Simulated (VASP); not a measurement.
A run of VASP 6.6.1:

The input INCAR:

```
  ALGO = Normal
  EDIFF = 1E-6
  EDIFFG = -0.01
  ENCUT = 600
  GGA = PS
  IBRION = 2
  ISIF = 3
  ISMEAR = -1
  LASPH = T
  LCHARG = F
  LREAL = F
  LWAVE = F
  NELM = 80
  NSW = 80
  PREC = Accurate
  PSTRESS = 300.0
  SIGMA = 0.05
```

The input KPOINTS:

```
k-points
0
Gamma
  7 7 7
```

POSCAR

```
Bi
1.0
    2.2675000000      1.3091417354      3.9380000000
   -2.2675000000      1.3091417354      3.9380000000
    0.0000000000     -2.6182834708      3.9380000000
Bi
2
Direct
    0.7660000000      0.7660000000      0.7660000000
    0.2340000000      0.2340000000      0.2340000000
```

Potentials or basis: VASP PAW PBE potentials, release 64 (Bi_d).

Launch:

```console
$ cat potpaw_PBE.64/Bi_d/POTCAR > POTCAR
$ mpirun -np 1 vasp_std > vasp.out
```

Hardware: 1 thread of Intel(R) Xeon(R) Platinum 8375C CPU @ 2.90GHz (Ice Lake) (shared host).

**Question.** Estimate the wall time of this run.

**Answer.** It took 29 min on 1 thread of Intel(R) Xeon(R) Platinum 8375C CPU @ 2.90GHz (Ice Lake), on a shared host, peak memory 0.29 GiB. Counts: scf iterations 377, k points 44, ion steps 51.
